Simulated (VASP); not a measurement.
# CdP2C (P-4m2) in VASP: settings compared

Aim: see how the results for CdP2C move with the level of theory and the settings. Levels: PBE-based screened hybrid, HSE06. Tasks: single point.

Program: VASP 6.6.1. These are calculated values, not measurements. Logs are shortened: lines on timing, memory, paths and dates and some standing lists are left out, and cuts for length are marked.

### 1 The cell of the first run

The structure is tetragonal, space group P-4m2 (No. 115). The conventional cell has a = 3.305 Å, b = 3.305 Å, c = 5.972 Å, α = 90.00°, β = 90.00°, γ = 90.00°. Cd (site symmetry -4m2) has 4 P at 2.56 Å and 4 Cd at 3.30 Å within 3.4 Å. Within 2.6 Å of P (site symmetry 2mm) lie 2 C at 1.95 Å and 2 Cd at 2.56 Å. C (site symmetry -4m2) has 4 P at 1.95 Å within 2.6 Å.

### 2 Single point, PBE-based screened hybrid

POSCAR

```
CdP2C
1.0
    3.3048441637      0.0000000000      0.0000000000
    0.0000000000      3.3048441637      0.0000000000
    0.0000000000      0.0000000000      5.9718372581
Cd P C
1 2 1
Direct
    0.0000000000      0.0000000000      0.0000000000
    0.0000000000      0.5000000000      0.3265445761
    0.5000000000      0.0000000000      0.6734554239
    0.5000000000      0.5000000000      0.5000000000
```

INCAR.step1

```
  PREC = Accurate
  ENCUT = 520
  EDIFF = 1E-5
  ISMEAR = -1
  SIGMA = 0.02
  LREAL = False
  LASPH = True
  NELM = 80
  ALGO = Normal
  ISIF = 2
  LWAVE = True
  LCHARG = False
  GGA = PE
  NBANDS = 21
```

INCAR.step2

```
  PREC = Accurate
  ENCUT = 520
  EDIFF = 1E-6
  ISMEAR = -1
  SIGMA = 0.02
  LREAL = False
  LASPH = True
  NELM = 80
  ALGO = Normal
  ISIF = 2
  LWAVE = False
  LCHARG = False
  GGA = PE
  LHFCALC = True
  AEXX = 0.5
  HFSCREEN = 0.1
  PRECFOCK = Normal
  ISTART = 1
  NBANDS = 21
```

KPOINTS

```
Automatic mesh
0
Gamma
  4 4 2
```

Potentials or basis: VASP PAW PBE potentials, release 64 (Cd, P, C).

The run is started by

```bash
> cat potpaw_PBE.64/Cd/POTCAR potpaw_PBE.64/P/POTCAR potpaw_PBE.64/C/POTCAR > POTCAR
> cp INCAR.step1 INCAR
> mpirun -np 1 vasp_std > vasp.out
> cp INCAR.step2 INCAR
> mpirun -np 1 vasp_std > vasp.out
```

OUTCAR:

```text
PREC = Accurate
   ENCUT = 520
   EDIFF = 1E-6
   ISMEAR = -1
   LREAL = False
   LASPH = True
   NELM = 80
   ISIF = 2
   GGA = PE
   LHFCALC = True
   AEXX = 0.5
   HFSCREEN = 0.1
   PRECFOCK = Normal
   ISTART = 1

 ion  position               nearest neighbor table
   1  0.000  0.000  0.000-   2 2.56   3 2.56   2 2.56   3 2.56
   2  0.000  0.500  0.327-   4 1.95   4 1.95   1 2.56   1 2.56
   3  0.500  0.000  0.673-   4 1.95   4 1.95   1 2.56   1 2.56
   4  0.500  0.500  0.500-   2 1.95   3 1.95   3 1.95   2 1.95

  LATTYP: Found a simple tetragonal cell.
 ALAT       =     3.3048441637
 C/A-ratio  =     1.8069951145

  Lattice vectors:

 A1 = (   3.3048441637,   0.0000000000,   0.0000000000)
 A2 = (   0.0000000000,   3.3048441637,   0.0000000000)
 A3 = (   0.0000000000,   0.0000000000,   5.9718372581)

Analysis of symmetry for initial positions (statically):
=====================================================================
 Subroutine PRICEL returns:
 Original cell was already a primitive cell.

 Routine SETGRP: Setting up the symmetry group for a
 simple tetragonal supercell.

 Subroutine GETGRP returns: Found  8 space group operations
 (whereof  8 operations were pure point group operations)
 out of a pool of 16 trial point group operations.

The static configuration has the point symmetry D_2d.

Analysis of symmetry for dynamics (positions and initial velocities):
=====================================================================
 Subroutine PRICEL returns:
 Original cell was already a primitive cell.

 Routine SETGRP: Setting up the symmetry group for a
 simple tetragonal supercell.

 Subroutine GETGRP returns: Found  8 space group operations
 (whereof  8 operations were pure point group operations)
 out of a pool of 16 trial point group operations.

The dynamic configuration has the point symmetry D_2d.

 Subroutine INISYM returns: Found  8 space group operations
 (whereof  8 operations are pure point group operations),
 and found     1 'primitive' translations

----------------------------------------------------------------------------------------

                                     Primitive cell

  volume of cell :      65.2244

  direct lattice vectors                    reciprocal lattice vectors
     3.304844164  0.000000000  0.000000000     0.302586128  0.000000000  0.000000000
     0.000000000  3.304844164  0.000000000     0.000000000  0.302586128  0.000000000
     0.000000000  0.000000000  5.971837258     0.000000000  0.000000000  0.167452654

  length of vectors
     3.304844164  3.304844164  5.971837258     0.302586128  0.302586128  0.167452654

  position of ions in fractional coordinates (direct lattice)
     0.000000000  0.000000000  0.000000000
     0.000000000  0.500000000  0.326544576
     0.500000000  0.000000000  0.673455424
     0.500000000  0.500000000  0.500000000

  ion indices of the primitive-cell ions
   primitive index   ion index
                 1           1
                 2           2
                 3           3
                 4           4

----------------------------------------------------------------------------------------

 KPOINTS: Automatic mesh

Automatic generation of k-mesh.
 Grid dimensions read from file:
 generate k-points for:    4    4    2

 Generating k-lattice:

  Cartesian coordinates                     Fractional coordinates (reciprocal lattice)
     0.075646532  0.000000000  0.000000000     0.250000000  0.000000000  0.000000000
     0.000000000  0.075646532  0.000000000     0.000000000  0.250000000  0.000000000
     0.000000000  0.000000000  0.083726327     0.000000000  0.000000000  0.500000000

  Length of vectors
     0.075646532  0.075646532  0.083726327

  Shift w.r.t. Gamma in fractional coordinates (k-lattice)
     0.000000000  0.000000000  0.000000000

 Subroutine IBZKPT returns following result:
 ===========================================

 Found     12 irreducible k-points:

 Following reciprocal coordinates:
            Coordinates               Weight
  0.000000  0.000000  0.000000      1.000000
  0.250000  0.000000  0.000000      4.000000
  0.500000  0.000000  0.000000      2.000000
  0.250000  0.250000  0.000000      4.000000
  0.500000  0.250000  0.000000      4.000000
  0.500000  0.500000  0.000000      1.000000
  0.000000  0.000000  0.500000      1.000000
  0.250000  0.000000  0.500000      4.000000
  0.500000  0.000000  0.500000      2.000000
  0.250000  0.250000  0.500000      4.000000
  0.500000  0.250000  0.500000      4.000000
  0.500000  0.500000  0.500000      1.000000
   k-points           NKPTS =     12   k-points in BZ     NKDIM =     32   number of bands    NBANDS=     21
   number of dos      NEDOS =    301   number of ions     NIONS =      4
   total plane-waves  NPLWV =  37632
   dimension x,y,z NGX =    28 NGY =   28 NGZ =   48
   dimension x,y,z NGXF=    56 NGYF=   56 NGZF=   96
   ions per type =               1   2   1
   NGX,Y,Z   is equivalent  to a cutoff of  14.09, 14.09, 13.36 a.u.
   NGXF,Y,Z  is equivalent  to a cutoff of  28.17, 28.17, 26.72 a.u.
 SYSTEM =  unknown system
   PREC   = accura    normal or accurate (medium, high low for compatibility)
   ISTART =      1    job   : 0-new  1-cont  2-samecut
   ICHARG =      0    charge: 1-file 2-atom 10-const
   ISPIN  =      1    spin polarized calculation?
   LNONCOLLINEAR =      F non collinear calculations
   LSORBIT =      F    spin-orbit coupling
   LASPH  =      T    aspherical Exc in radial PAW
   ENCUT  =  520.0 eV  38.22 Ry    6.18 a.u.   6.14  6.14 11.10*2*pi/ulx,y,z
   NELM   =     80;   NELMIN=  2; NELMDL=  0     # of ELM steps
   EDIFF  = 0.1E-05   stopping-criterion for ELM
   LREAL  =      F    real-space projection
   EDIFFG = 0.1E-04   stopping-criterion for IOM
   NSW    =      0    number of steps for IOM
   IBRION =     -1    ionic relax: 0-MD 1-quasi-New 2-CG
   NFREE  =      0    steps in history (QN), initial steepest desc. (CG)
   ISIF   =      2    stress and relaxation
   ISYM   =      3    0-nonsym 1-usesym 2-fastsym
   POTIM  = 0.5000    time-step for ionic-motion
   TEBEG  =    0.0;   TEEND  =   0.0 temperature during run
   PSTRESS=    0.0 pullay stress
   NELECT =      26.0000    total number of electrons
   NUPDOWN=      -1.0000    fix difference up-down
   EMIN   =  10.00;   EMAX   =-10.00  energy-range for DOS
   EFERMI =   0.00;   METHOD = LEGACY
   ISMEAR =    -1;   SIGMA  =   0.02  broadening in eV -4-tet -1-fermi 0-gaus
   EFERMI_NEDOS =   21; number of points for ismear=-14 and -15
   IALGO  =     38    algorithm
   IMIX   =      1    mixing-type and parameters
     AMIX     =   0.40;   BMIX     =  1.00
     AMIX_MAG =   1.60;   BMIX_MAG =  1.00
  volume/ion in A,a.u.               =      16.31       110.04
  Fermi-wavevector in a.u.,A,eV,Ry     =   1.204840  2.276817 19.750747  1.451639
  Thomas-Fermi vector in A             =   2.340553
   LORBIT       =      0    0 simple, 1 ext, 2 COOP (PROOUT), +10 PAW based schemes
   GGA     = PE    functional components
   LHFCALC =     T    Hartree Fock is set to
   PRECFOCK=normal    Normal, Fast or Accurate (Low or Medium for compatibility)
   ENCUT4O =  -1.0   cutoff for four orbital integrals eV
   NKREDX  =     1    reduce k-point grid by
   NKREDY  =     1    reduce k-point grid by
   NKREDZ  =     1    reduce k-point grid by
   AEXX    =    0.5000 exact exchange contribution
   HFSCREEN=    0.1000 screening length (either q_TF or 0.3 A-1)
   HFSCREENC=   0.1000 screening length for correlation (either q_TF or 0.3 A-1)
   ENCUTFOCK=  -1.0 apply spherical cutoff to Coloumb kernel
   IVDW    =     0    specifies the selected vdW correction
   LEPSILON=     F    determine dielectric tensor
   LRPA    =     F    only Hartree local field effects (RPA)
 non-spin polarized calculation
  energy-cutoff  :      520.00
  volume of cell :       65.22
 maximum number of plane-waves:      1800
 NGX is ok and might be reduce to    28
  NGX = 20; NGY = 20; NGZ = 36

 number of electron      26.0000005 magnetization

 Free energy of the ion-electron system (eV)
  ---------------------------------------------------
  ext. energy  EPLUGINS =         0.00000000
  ---------------------------------------------------
  free energy    TOTEN  =       -26.92157098 eV

  energy without entropy =      -26.92157098  energy(sigma->0) =      -26.92157098

 E-fermi :   6.4899     XC(G=0):  -6.5387

 val. band max:        6.0522565688   @ k =   0.0000   0.0000   0.5000
 cond. band min:       6.9197737720   @ k =   0.2500   0.0000   0.5000
 fundamental gap:      0.8675172032
 Fermi energy:         6.4899218923

 k-point     1 :       0.0000    0.0000    0.0000
  band No.  band energies     occupation
      1     -15.0781      2.00000
      2      -9.4597      2.00000
      3      -7.6479      2.00000
      4      -7.5441      2.00000
      5      -7.3192      2.00000
      6      -7.3192      2.00000
[... 13 lines left out ...]
     20      15.5532      0.00000
     21      16.8604      0.00000

 k-point     2 :       0.2500    0.0000    0.0000
  band No.  band energies     occupation
      1     -14.3650      2.00000
      2      -9.4139      2.00000
      3      -7.7409      2.00000
      4      -7.6576      2.00000
      5      -7.2939      2.00000
      6      -7.1817      2.00000
[... 13 lines left out ...]
     20      15.9071      0.00000
     21      16.5567      0.00000

 k-point     3 :       0.5000    0.0000    0.0000
  band No.  band energies     occupation
      1     -13.1756      2.00000
      2     -10.1703      2.00000
      3      -8.3917      2.00000
      4      -7.7409      2.00000
      5      -7.2957      2.00000
      6      -7.2694      2.00000
[... 13 lines left out ...]
     20      14.7173      0.00000
     21      16.6165      0.00000
[... 169 lines left out ...]
 k-point    11 :       0.5000    0.2500    0.5000
  band No.  band energies     occupation
      1     -12.4336      2.00000
      2      -9.6001      2.00000
      3      -8.1557      2.00000
      4      -7.5252      2.00000
      5      -7.4428      2.00000
      6      -7.2700      2.00000
[... 13 lines left out ...]
     20      14.9959      0.00000
     21      15.4164      0.00000

 k-point    12 :       0.5000    0.5000    0.5000
  band No.  band energies     occupation
      1     -10.9573      2.00000
      2      -9.2188      2.00000
      3      -9.2188      2.00000
      4      -7.7215      2.00000
      5      -7.3262      2.00000
      6      -6.9187      2.00000
[... 13 lines left out ...]
     20      11.9609      0.00000
     21      12.8905      0.00000

------------------------ aborting loop because EDIFF is reached ----------------------------------------

  FORCE on cell =-STRESS in cart. coord.  units (eV):
  Direction    XX          YY          ZZ          XY          YZ          ZX
  --------------------------------------------------------------------------------------
  -------------------------------------------------------------------------------------
  Total       -1.5923226     -1.5923226     -2.5047460      0.0000000      0.0000000      0.0000000
  in kB      -39.1139529    -39.1139529    -61.5268020      0.0000000      0.0000000      0.0000000
  external PRESSURE =     -46.5849026 kB  Pullay stress =       0.0000000 kB

 VOLUME and BASIS-vectors are now :
 -----------------------------------------------------------------------------
  energy-cutoff  :      520.00
  volume of cell :       65.22
      direct lattice vectors                 reciprocal lattice vectors
     3.304844164  0.000000000  0.000000000     0.302586128  0.000000000  0.000000000
     0.000000000  3.304844164  0.000000000     0.000000000  0.302586128  0.000000000
     0.000000000  0.000000000  5.971837258     0.000000000  0.000000000  0.167452654

 POSITION                                       TOTAL-FORCE (eV/Angst)
 -----------------------------------------------------------------------------------
      0.00000      0.00000      0.00000         0.000000     -0.000000      0.000000
      0.00000      1.65242      1.95007         0.000000      0.000000      1.041443
      1.65242      0.00000      4.02177         0.000000     -0.000000     -1.041443
      1.65242      1.65242      2.98592        -0.000000     -0.000000      0.000000
 -----------------------------------------------------------------------------------
    total drift:                               -0.000000     -0.000000      0.000081

  FREE ENERGIE OF THE ION-ELECTRON SYSTEM (eV)
  ---------------------------------------------------
  free  energy   TOTEN  =       -26.9215709793 eV

  energy  without entropy=      -26.9215709792  energy(sigma->0) =      -26.92157098
```

Run time: 23 min. Hardware: 1 thread of AMD EPYC 7R13, shared host; peak memory 0.28 GiB.

Results:

```yaml
Free_energy: -26.9216 eV
Pressure: -4.7 GPa
Largest_force: 1.041 eV/Å
Band_gap_on_the_k_mesh: zero (band 13 reaches 7.01 eV, above the bottom of band 14 at 6.05 eV)
```

Forces in eV/Å, atoms in the order of the input:
```
Cd   0.000  0.000  0.000
P    0.000  0.000  1.041
P    0.000  0.000 -1.041
C    0.000  0.000  0.000
```

Stress tensor (GPa, compression positive):
```
-3.91  0.00  0.00
 0.00 -3.91  0.00
 0.00  0.00 -6.15
```

Caveat: the k points lie up to 0.53 Å⁻¹ apart; the PAW data sets were made with another functional, which shifts forces and pressure a little.

### 3 Single point, HSE06

POSCAR is that of step 2.

INCAR.step1

```
  PREC = Accurate
  ENCUT = 520
  EDIFF = 1E-5
  ISMEAR = 1
  SIGMA = 0.5
  LREAL = F
  LASPH = T
  NELM = 100
  ALGO = Normal
  ISIF = 2
  LWAVE = T
  LCHARG = F
  NBANDS = 21
  GGA = PE
```

INCAR.step2

```
  PREC = Accurate
  ENCUT = 520
  EDIFF = 1E-6
  ISMEAR = 1
  SIGMA = 0.5
  LREAL = F
  LASPH = T
  NELM = 100
  ALGO = Normal
  ISIF = 2
  LWAVE = F
  LCHARG = F
  GGA = PE
  LHFCALC = T
  HFSCREEN = 0.2079
  PRECFOCK = Normal
  NBANDS = 21
  ISTART = 1
```

KPOINTS is that of step 2.

Potentials or basis: VASP PAW PBE potentials, release 64 (Cd, P, C).

The run is started by

```bash
> cat potpaw_PBE.64/Cd/POTCAR potpaw_PBE.64/P/POTCAR potpaw_PBE.64/C/POTCAR > POTCAR
> cp INCAR.step1 INCAR
> mpirun -np 1 vasp_std > vasp.out
> cp INCAR.step2 INCAR
> mpirun -np 1 vasp_std > vasp.out
```

Run time: 23 min. Hardware: 1 thread of AMD EPYC 7R13, shared host; peak memory 0.28 GiB.

Results (log left out):

```
Free energy            : -21.5387 eV
Pressure               : -1.1 GPa
Largest force          : 0.860 eV/Å
Band gap on the k mesh : zero (band 13 reaches 6.56 eV, above the bottom of band 14 at 6.31 eV)
```

Forces in eV/Å, atoms in the order of the input:
```
Cd   0.000  0.000  0.000
P    0.000  0.000  0.860
P    0.000  0.000 -0.860
C    0.000  0.000  0.000
```

Stress tensor (GPa, compression positive):
```
 0.00  0.00  0.00
 0.00  0.00  0.00
 0.00  0.00 -3.40
```

Levels at points of the mesh, in eV from the Fermi level:
```
           k point  band 11  band 12  band 13  band 14  band 15  band 16
(0.00, 0.00, 0.00)    -2.99    -1.86    -0.49     0.60     0.60     2.34
(0.50, 0.00, 0.00)    -5.82    -5.80     0.13     0.35     2.33     3.09
(0.50, 0.50, 0.00)    -5.08    -5.08    -3.82     0.99     0.99     1.20
(0.00, 0.00, 0.50)    -6.35    -0.88    -0.58    -0.12    -0.12     3.76
(0.50, 0.00, 0.50)    -4.05    -3.66    -1.11     0.24     1.14     1.56
(0.50, 0.50, 0.50)    -5.65    -5.65    -4.53     2.41     3.56     3.56
```

Caveat: the k points lie up to 0.53 Å⁻¹ apart; the PAW data sets were made with another functional, which shifts forces and pressure a little.
